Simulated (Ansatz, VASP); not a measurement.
# CdTe in VASP and in Ansatz

The input POSCAR:

```
CdTe
1.0
    0.0000000000      3.2678590959      3.2678590959
    3.2678590959      0.0000000000      3.2678590959
    3.2678590959      3.2678590959      0.0000000000
Te Cd
1 1
Direct
    0.7500000000      0.7500000000      0.7500000000
    0.0000000000      0.0000000000      0.0000000000
```

File INCAR.step1:

```
SYSTEM = CdTe
PREC = Accurate
ENCUT = 520
EDIFF = 1E-5
ISMEAR = -1
SIGMA = 0.05
LREAL = .False.
LASPH = .True.
NELM = 80
ALGO = Normal
ISIF = 2
LWAVE = .True.
LCHARG = .False.
GGA = PE
NBANDS = 16
```

File INCAR.step2:

```
SYSTEM = CdTe
PREC = Accurate
ENCUT = 520
EDIFF = 1E-6
ISMEAR = -1
SIGMA = 0.05
LREAL = .False.
LASPH = .True.
NELM = 80
ALGO = Normal
ISIF = 2
LWAVE = .False.
LCHARG = .False.
GGA = PE
LHFCALC = .True.
AEXX = 1.0
ALDAC = 0.0
AGGAC = 0.0
PRECFOCK = Normal
ISTART = 1
NBANDS = 16
```

The input KPOINTS:

```
regular mesh
0
Gamma
  4 4 4
  0 0 0
```

Contents of input.yaml:

```yaml
crystal:
  lattice:
    - [0.0, 3.2678590959, 3.2678590959]
    - [3.2678590959, 0.0, 3.2678590959]
    - [3.2678590959, 3.2678590959, 0.0]
  atoms:
    - { symbol: Te, position: [0.75, 0.75, 0.75] }
    - { symbol: Cd, position: [0.0, 0.0, 0.0] }
hamiltonian:
  xc: hf
  pseudopotentials: { kind: paw }
kpoints:
  mp_grid: { grid: [4, 4, 4] }
scf:
  occupations: { method: fermi_dirac, width: 0.05 }
output:
  forces: true
  stress: true
  eigenvalues: true
```

Alike in both runs: task single point; functional HF; k mesh 4 × 4 × 4; occupations fermi-dirac, width 0.05 eV; no spin polarisation.

```csv
,VASP,Ansatz
version,VASP 6.6.1,Ansatz 0.2.0
potentials or method,"VASP PAW PBE potentials, release 64 (Te, Cd)",Ansatz PAW
plane-wave cutoff (eV),520,420
valence electrons in the cell,18,36
```

```tsv
	VASP	Ansatz	Ansatz less VASP
gap on the k mesh at the Fermi level (eV)	6.67	7.36	+0.693
least direct gap on the mesh (eV)	6.67	7.36	+0.693
pressure (GPa)	2.7	4.6	+1.81
```

VASP's potentials were made for PBE, not for HF. One of these differences is far larger than is usual between the two programs; its cause wasn't traced. VASP's potentials hold 18 valence electrons a cell and Ansatz's 36, so a difference there can come from the potentials and not from the codes.

Neither program's run includes spin-orbit coupling.
